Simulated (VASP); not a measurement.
# H3C18N in VASP: notebook, part 2 of 2

VASP 6.6.1. The steps go on from the part before.

### 4 Single point, PBEsol

The input, INCAR:

```
PREC = Accurate
ENCUT = 520
EDIFF = 1E-7
ISMEAR = 0
SIGMA = 0.02
LREAL = Auto
LASPH = True
NELM = 100
ALGO = Normal
ISIF = 2
LWAVE = False
LCHARG = False
GGA = PS
NBANDS = 57
```

The input, KPOINTS:

```
regular mesh
0
Gamma
  2 2 1
```

The input, POSCAR:

```
H3C18N
1.0
    7.3980000000      0.0000000000      0.0000000000
   -3.6990000000      6.4068560000      0.0000000000
    0.0000000000      0.0000000000     13.0000000000
C N H
18 1 3
Direct
   -0.0070559597     -0.0045633927      0.0489903077
    0.2158390194      0.1068675494      0.0490550000
   -0.0076976860      0.3304313379      0.0490417692
    0.2164195343      0.4424759976      0.0490546154
   -0.0054117148      0.6643406688      0.0489782308
    0.2141640552      0.7741805029      0.0490254615
    0.3256478427     -0.0029476236      0.0490583846
    0.5497890644      0.1091758579      0.0490658462
    0.3278987168      0.3310199262      0.0490596923
    0.5475781338      0.4407937372      0.0490126154
    0.3262051664      0.6621183620      0.0490676154
    0.5491470094      0.7735940998      0.0490725385
    0.6612672503     -0.0022335448      0.0490743077
    0.8808993561      0.1075513481      0.0490413846
    0.6596922076      0.3288047991      0.0490501538
    0.8825387557      0.4402694551      0.0490249231
    0.6590644961      0.6637534853      0.0489746154
    0.8832344032      0.7758148458      0.0489383846
    0.7364389200      0.6171638632      0.3195978462
    0.6219560388      0.5004797985      0.3628270000
    0.7893657307      0.7512867466      0.3615822308
    0.6633233375      0.6341249124      0.2564843846
```

Started as:

```
$ cat potpaw_PBE.64/C/POTCAR potpaw_PBE.64/N/POTCAR potpaw_PBE.64/H/POTCAR > POTCAR
$ mpirun -np 1 vasp_std > vasp.out
```

It took 3.4 min on 1 thread of AMD EPYC 9R45 (Zen 5), shared host; peak memory 0.61 GiB.

It converged, with:

| Quantity | Value |
| --- | --- |
| Free energy | -192.7041 eV |
| Largest force | 0.036 eV/Å |
| Band gap on the k mesh | 0.21 eV |

Forces in eV/Å, atoms in the order of the input:
```
C    0.002  0.010  0.000
C   -0.008  0.008 -0.004
C    0.001  0.003 -0.001
C   -0.004 -0.009 -0.001
C    0.000 -0.004  0.002
C    0.000  0.005 -0.003
C    0.005 -0.003 -0.001
C    0.000 -0.005 -0.001
C   -0.005 -0.009  0.001
C    0.009 -0.004  0.000
C   -0.003  0.006 -0.001
C   -0.010  0.004  0.005
C   -0.006 -0.006 -0.005
C    0.009  0.005 -0.001
C    0.007  0.010 -0.003
C   -0.003  0.007  0.002
C    0.009 -0.005  0.000
C   -0.001 -0.011 -0.002
N   -0.033  0.005  0.012
H    0.010 -0.028  0.016
H    0.021  0.022  0.015
H    0.002 -0.001 -0.029
```

Levels at points of the mesh, in eV from the valence-band top:
| k point | band 36 | band 37 | band 38 | band 39 | band 40 | band 41 | band 42 | band 43 | band 44 | band 45 |
| --- | --- | --- | --- | --- | --- | --- | --- | --- | --- | --- |
| (0.00, 0.00, 0.00) | -2.90 | -2.90 | -1.72 | -0.01 | 0.00 | 0.21 | 0.21 | 3.11 | 4.15 | 4.72 |
| (0.50, 0.00, 0.00) | -2.58 | -2.54 | -2.53 | -2.26 | -1.72 | 1.76 | 2.58 | 2.59 | 2.64 | 2.66 |
| (0.00, 0.50, 0.00) | -2.59 | -2.54 | -2.53 | -2.26 | -1.72 | 1.75 | 2.58 | 2.59 | 2.65 | 2.66 |
| (0.50, 0.50, 0.00) | -2.58 | -2.55 | -2.54 | -2.26 | -1.73 | 1.76 | 2.58 | 2.58 | 2.64 | 2.67 |

Caveat: the k points lie up to 0.49 Å⁻¹ apart; there is no dipole correction, which matters where the two faces differ; semilocal functionals underestimate gaps, and a narrow one can read as zero; the PAW data sets were made with another functional, which shifts forces and pressure a little.

### 5 Single point, PBEsol

The input, INCAR:

```
  PREC = Accurate
  ENCUT = 520
  EDIFF = 1E-7
  ISMEAR = 0
  SIGMA = 0.02
  LREAL = Auto
  LASPH = T
  NELM = 80
  ALGO = Normal
  ISIF = 2
  LWAVE = F
  LCHARG = T
  GGA = PS
  LELF = T
  LVHAR = T
  NBANDS = 57
```

The input, KPOINTS:

```
Automatic mesh
0
Gamma
  2 2 1
```

The input, POSCAR:

```
H3C18N
1.0
    7.3980000000      0.0000000000      0.0000000000
   -3.6990000000      6.4068560000      0.0000000000
    0.0000000000      0.0000000000     13.0000000000
C N H
18 1 3
Direct
   -0.0071512093     -0.0044940920      0.0487619231
    0.2166204130      0.1073805935      0.0488526923
   -0.0069491128      0.3309871488      0.0488454615
    0.2163700196      0.4426297391      0.0488716923
   -0.0050203878      0.6640592515      0.0487249231
    0.2144542849      0.7738447688      0.0488046154
    0.3263694954     -0.0024072650      0.0488620769
    0.5497073728      0.1093133668      0.0488876923
    0.3282731668      0.3307347629      0.0488881538
    0.5478522684      0.4404598761      0.0488613846
    0.3260915805      0.6621742396      0.0488850769
    0.5499007593      0.7740899749      0.0489020000
    0.6616224596     -0.0025315069      0.0488912308
    0.8811879959      0.1072181113      0.0488452308
    0.6595723523      0.3288619254      0.0488729231
    0.8833223274      0.4407817188      0.0488079231
    0.6597799712      0.6642904101      0.0488011538
    0.8831819606      0.7759662462      0.0486917692
    0.7901283276      0.6715086151      0.3207582308
    0.6747061769      0.5570084609      0.3645308462
    0.8445984382      0.8071163141      0.3616544615
    0.7179071788      0.6877321732      0.2570759231
```

Potentials or basis: VASP PAW PBE potentials, release 64 (C, N, H).

Started as:

```
$ cat potpaw_PBE.64/C/POTCAR potpaw_PBE.64/N/POTCAR potpaw_PBE.64/H/POTCAR > POTCAR
$ mpirun -np 1 vasp_std > vasp.out
```

OUTCAR:

```text
PREC = Accurate
   ENCUT = 520
   EDIFF = 1E-7
   ISMEAR = 0
   LREAL = Auto
   LASPH = T
   NELM = 80
   ISIF = 2
   GGA = PS

 ion  position               nearest neighbor table
   1  0.993  0.996  0.049-  18 1.41  14 1.43   2 1.43
   2  0.217  0.107  0.049-   7 1.41   9 1.43   1 1.43
   3  0.993  0.331  0.049-  16 1.41   4 1.43  14 1.43
   4  0.216  0.443  0.049-  11 1.41   3 1.43   9 1.43
   5  0.995  0.664  0.049-   6 1.41  16 1.43  18 1.43
   6  0.214  0.774  0.049-   5 1.41  11 1.43   7 1.43
[... 11 lines left out ...]
  18  0.883  0.776  0.049-   1 1.41  17 1.43   5 1.43
  19  0.790  0.672  0.321-  20 1.02  21 1.02  22 1.02
  20  0.675  0.557  0.365-  19 1.02
  21  0.845  0.807  0.362-  19 1.02
  22  0.718  0.688  0.257-  19 1.02

  LATTYP: Found a hexagonal cell.
 ALAT       =     7.3980000000
 C/A-ratio  =     1.7572316842

  Lattice vectors:

 A1 = (   7.3980000000,   0.0000000000,   0.0000000000)
 A2 = (  -3.6990000000,   6.4068560000,   0.0000000000)
 A3 = (   0.0000000000,   0.0000000000,  13.0000000000)

Analysis of symmetry for initial positions (statically):
=====================================================================
 Subroutine PRICEL returns:
 Original cell was already a primitive cell.

 Routine SETGRP: Setting up the symmetry group for a
 hexagonal supercell.

 Subroutine GETGRP returns: Found  1 space group operations
 (whereof  1 operations were pure point group operations)
 out of a pool of 24 trial point group operations.

The static configuration has the point symmetry C_1 .

Analysis of symmetry for dynamics (positions and initial velocities):
=====================================================================
 Subroutine PRICEL returns:
 Original cell was already a primitive cell.

 Routine SETGRP: Setting up the symmetry group for a
[... 147 lines left out ...]
  Fermi-wavevector in a.u.,A,eV,Ry     =   0.828967  1.566521  9.349739  0.687186
  Thomas-Fermi vector in A             =   1.941434
   LORBIT       =      0    0 simple, 1 ext, 2 COOP (PROOUT), +10 PAW based schemes
   GGA     = PS    functional components
   LHFCALC =     F    Hartree Fock is set to
   AEXX    =    0.0000 exact exchange contribution
   IVDW    =     0    specifies the selected vdW correction
   LEPSILON=     F    determine dielectric tensor
   LRPA    =     F    only Hartree local field effects (RPA)
 non-spin polarized calculation
 Gauss-broadening in eV      SIGMA  =   0.02
  energy-cutoff  :      520.00
  volume of cell :      616.17
 maximum number of plane-waves:     16651
 NGX is ok and might be reduce to    56
   NGX = 27   NGY = 27   NGZ = 49

 number of electron      79.9999999 magnetization

 Free energy of the ion-electron system (eV)
  ---------------------------------------------------
  ext. energy  EPLUGINS =         0.00000000
  ---------------------------------------------------
  free energy    TOTEN  =      -192.70315971 eV

  energy without entropy =     -192.70315971  energy(sigma->0) =     -192.70315971

 E-fermi :  -1.7954     XC(G=0):  -3.8969

 val. band max:       -1.9031330049   @ k =   0.0000   0.0000   0.0000
 cond. band min:      -1.6964183458   @ k =   0.0000   0.0000   0.0000
 fundamental gap:      0.2067146591
 Fermi energy:        -1.7953923611

 k-point     1 :       0.0000    0.0000    0.0000
  band No.  band energies     occupation
      1     -21.2842      2.00000
      2     -18.7550      2.00000
      3     -18.7382      2.00000
      4     -18.7373      2.00000
      5     -18.7250      2.00000
      6     -18.6165      2.00000
[... 209 lines left out ...]
     51       3.7191      0.00000
     52       3.9867      0.00000
 [bands above 52 left out]

------------------------ aborting loop because EDIFF is reached ----------------------------------------

  FORCE on cell =-STRESS in cart. coord.  units (eV):
  Direction    XX          YY          ZZ          XY          YZ          ZX
  --------------------------------------------------------------------------------------
  -------------------------------------------------------------------------------------
  Total       -1.9861920     -1.9222394     -0.1238283      0.0164351     -0.0160179      0.0114985
  in kB       -5.1645106     -4.9982204     -0.3219792      0.0427347     -0.0416498      0.0298985
  external PRESSURE =      -3.4949034 kB  Pullay stress =       0.0000000 kB

 VOLUME and BASIS-vectors are now :
 -----------------------------------------------------------------------------
  energy-cutoff  :      520.00
  volume of cell :      616.17
      direct lattice vectors                 reciprocal lattice vectors
     7.398000000  0.000000000  0.000000000     0.135171668  0.078041398  0.000000000
    -3.699000000  6.406856000  0.000000000     0.000000000  0.156082796  0.000000000
     0.000000000  0.000000000 13.000000000     0.000000000  0.000000000  0.076923077

 POSITION                                       TOTAL-FORCE (eV/Angst)
 -----------------------------------------------------------------------------------
      3.66272      6.37806      0.63391        -0.000636      0.012819      0.001975
      1.20536      0.68797      0.63508        -0.006647      0.010546     -0.005936
      6.12227      2.12059      0.63499         0.001859      0.006003      0.000246
     -0.03658      2.83586      0.63533        -0.008642     -0.009765     -0.002442
      4.90450      4.25453      0.63342        -0.000659     -0.010939      0.003588
     -1.27592      4.95791      0.63446         0.003433      0.000824      0.000934
[... 14 lines left out ...]
      3.26282      5.17108      4.70151         0.020365      0.021248      0.014520
      2.76716      4.40620      3.34199         0.002248     -0.002767     -0.029510
 -----------------------------------------------------------------------------------
    total drift:                                0.004966      0.013970     -0.070081

  FREE ENERGIE OF THE ION-ELECTRON SYSTEM (eV)
  ---------------------------------------------------
  free  energy   TOTEN  =      -192.7031597124 eV

  energy  without entropy=     -192.7031597124  energy(sigma->0) =     -192.70315971
```

OSZICAR:

```text
N       E                     dE             d eps       ncg     rms          rms(c)
DAV:   1     0.631931716499E+03    0.63193E+03   -0.31649E+04   464   0.111E+03
DAV:   2    -0.105473570592E+03   -0.73741E+03   -0.70688E+03   678   0.269E+02
DAV:   3    -0.203911602853E+03   -0.98438E+02   -0.97876E+02   560   0.103E+02
[... 16 lines left out ...]
DAV:  20    -0.192703155436E+03   -0.54806E-05   -0.34500E-07   456   0.129E-03    0.318E-04
DAV:  21    -0.192703157823E+03   -0.23872E-05   -0.13435E-07   432   0.798E-04    0.175E-04
DAV:  22    -0.192703159215E+03   -0.13915E-05   -0.73033E-08   351   0.571E-04    0.108E-04
DAV:  23    -0.192703159685E+03   -0.47031E-06   -0.47475E-08   344   0.417E-04    0.864E-05
DAV:  24    -0.192703159712E+03   -0.27349E-07   -0.44327E-09   360   0.205E-04
   1 F= -.19270316E+03 E0= -.19270316E+03  d E =-.667188E-13
```

stdout:

```text
POSCAR found type information on POSCAR C N H
 POSCAR found :  3 types and      22 ions
 scaLAPACK will be used
 -----------------------------------------------------------------------------
|                                                                             |
|                                                                             |
|     You enforced a specific xc type in the INCAR file but a different       |
|     I HOPE YOU KNOW WHAT YOU ARE DOING!                                     |
|                                                                             |
 -----------------------------------------------------------------------------

 LDA part: xc-table for (Slater+PW92), standard interpolation
 POSCAR, INCAR and KPOINTS ok, starting setup
 FFT: planning ... GRIDC
 FFT: planning ... GRID_SOFT
 FFT: planning ... GRID
 WAVECAR not read
 entering main loop
```

Run time: 3.5 min. Hardware: 1 thread of AMD EPYC 9R45 (Zen 5), shared host; peak memory 0.61 GiB.

What came out:

```
Free energy            : -192.7032 eV
Largest force          : 0.035 eV/Å
Band gap on the k mesh : 0.21 eV
```

Forces on the atoms (eV/Å):
```
C   -0.001  0.013  0.002
C   -0.007  0.011 -0.006
C    0.002  0.006  0.000
C   -0.009 -0.010 -0.002
C   -0.001 -0.011  0.004
C    0.003  0.001  0.001
C    0.011  0.001 -0.001
C   -0.004 -0.009  0.000
C   -0.005 -0.013 -0.001
C    0.009 -0.005 -0.001
C   -0.008  0.008 -0.002
C   -0.007  0.007  0.002
C   -0.007 -0.012 -0.003
C    0.012  0.007 -0.001
C    0.001  0.012 -0.004
C    0.001  0.012  0.000
C    0.012  0.001  0.001
C   -0.001 -0.014 -0.002
N   -0.033  0.003  0.011
H    0.008 -0.028  0.017
H    0.020  0.021  0.015
H    0.002 -0.003 -0.030
```

Caveat: the k points lie up to 0.49 Å⁻¹ apart; there is no dipole correction, which matters where the two faces differ; semilocal functionals underestimate gaps, and a narrow one can read as zero; the PAW data sets were made with another functional, which shifts forces and pressure a little.

### 6 Overview

```tsv
cell	gap on the mesh (eV)	largest force (eV/Å)
as given, atomic positions A	0.21	0.06
as given, atomic positions B	0.21	0.04
as given, atomic positions C	0.21	0.04
```

Alike in all rows: task single point; level PBEsol; potentials or basis VASP PAW PBE potentials, release 64 (C, N, H); no spin polarisation; k mesh 2 × 2 × 1; cutoff (eV) 520; smearing gaussian 0.02 eV.

Caveats: all runs use coarse meshes; there is no dipole correction, which matters where the two faces differ; semilocal functionals underestimate gaps, and a narrow one can read as zero; the PAW data sets were made with another functional, which shifts forces and pressure a little.

Total energies depend on the potentials used, so only differences within one code and one set of settings carry meaning.
